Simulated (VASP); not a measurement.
MnO:

```
CELL_PARAMETERS angstrom
2.67239 0.00000 0.00000
0.00000 2.67239 0.00000
0.00000 0.00000 2.67239
ATOMIC_POSITIONS crystal
Mn 0.00000 0.00000 0.00000
O 0.50000 0.50000 0.50000
```

Program: VASP 6.6.1. Alike in all runs: task single point; potentials or basis VASP PAW PBE potentials, release 64 (Mn_pv, O); spin collinear, ferromagnetic start; cell as given; k mesh 5 × 5 × 5; cutoff (eV) 520; smearing fermi-dirac 0.05 eV.

Problem. Order these runs on this cell by their pressure, lowest first.
A. level r2SCANh; share of exact exchange 0.1
B. level PBE-based screened hybrid with 5 % exact exchange; share of exact exchange 0.05; screening parameter 0.2 1/Å
C. level r2SCAN50; share of exact exchange 0.5
D. level PBE-based screened hybrid with 10 % exact exchange; share of exact exchange 0.1; screening parameter 0.2 1/Å

Solution. C (11.3 GPa), A (15.1 GPa), B (18.4 GPa), D (20.0 GPa).

Caveats: all runs use coarse meshes; the PAW data sets were made with another functional, which shifts forces and pressure a little; a cell with one magnetic atom can't hold antiferromagnetic order, which such compounds often take.
